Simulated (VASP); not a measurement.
Input of a VASP 6.6.1 run:

INCAR

```
  PREC = Accurate
  ENCUT = 600
  EDIFF = 1E-6
  ISMEAR = -1
  SIGMA = 0.15
  LREAL = F
  LASPH = T
  NELM = 100
  ALGO = Fast
  ISIF = 3
  LWAVE = F
  LCHARG = F
  IBRION = 2
  NSW = 80
  EDIFFG = -0.001
```

The input KPOINTS:

```
Automatic mesh
0
Gamma
  12 12 8
```

File POSCAR:

```
Mg
1.0
    3.1506680308      0.0000000000      0.0000000000
   -1.5753340154      2.7285585536      0.0000000000
    0.0000000000      0.0000000000      5.0240655048
Mg
2
Direct
    0.3333333333      0.6666666667      0.2500000000
    0.6666666667      0.3333333333      0.7500000000
```

Potentials or basis: VASP PAW LDA potentials, release 64 (Mg).

Launch:

```bash
$ cat potpaw_LDA.64/Mg/POTCAR > POTCAR
$ mpirun -np 1 vasp_std > vasp.out
```

(1) Predict the band gap on the k mesh.

(2) Estimate the relaxed cell.

(3) Predict the space group after relaxing (to 0.1 Å).

## Answers

(1) zero (bands 2 and 3 overlap by 2.15 eV).

(2) a = 3.138 Å, b = 3.138 Å, c = 5.036 Å, α = 90.00°, β = 90.00°, γ = 120.00°.

(3) P6_3/mmc (No. 194).
